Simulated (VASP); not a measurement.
Here is a VASP 6.6.1 calculation.

Contents of INCAR:

```
SYSTEM = Nb
PREC     = Accurate       ! precision mode
ENCUT    = 520            ! plane-wave cutoff, eV
EDIFF    = 1E-6           ! SCF threshold, eV
ISMEAR   = -1             ! smearing method
SIGMA    = 0.05           ! smearing width, eV
LREAL    = .FALSE.        ! projectors in reciprocal space
LASPH    = .TRUE.         ! aspherical terms in the spheres
NELM     = 150            ! most SCF steps
ALGO     = Normal         ! electronic algorithm
ISIF     = 2              ! what is computed and relaxed
LWAVE    = .FALSE.        ! write WAVECAR
LCHARG   = .FALSE.        ! write CHGCAR
ISPIN    = 2              ! spin polarisation
MAGMOM   = 1 1 1          ! initial moments
LORBIT   = 11             ! projections on sites
LMAXMIX  = 4              ! l up to which the mixer works
GGA      = PE             ! functional
NBANDS   = 30             ! bands
```

The input KPOINTS:

```
regular mesh
0
G
  10 10 15
  0 0 0
```

The input POSCAR:

```
Nb
1.0
    4.7461381272      0.0000000000      0.0000000000
   -2.3730690636      4.1102761880      0.0000000000
    0.0000000000      0.0000000000      2.6130911649
Nb
3
Direct
    1.0000000000      1.0000000000      1.0000000000
    0.3333333333      0.6666666667      0.5000000000
    0.6666666667      0.3333333333      0.5000000000
```

Potentials or basis: VASP PAW PBE potentials, release 64 (Nb_sv).

Launch:

```console
$ cat potpaw_PBE.64/Nb_sv/POTCAR > POTCAR
$ mpirun -np 1 vasp_std > vasp.out
```

Question: Estimate the net moment.

Answer: 0.00 μB per cell.

Question: What does it give for the pressure?

Answer: 15.6 GPa.

Stress tensor (GPa, compression positive):
```
15.55  0.00  0.00
 0.00 15.55  0.00
 0.00  0.00 15.81
```
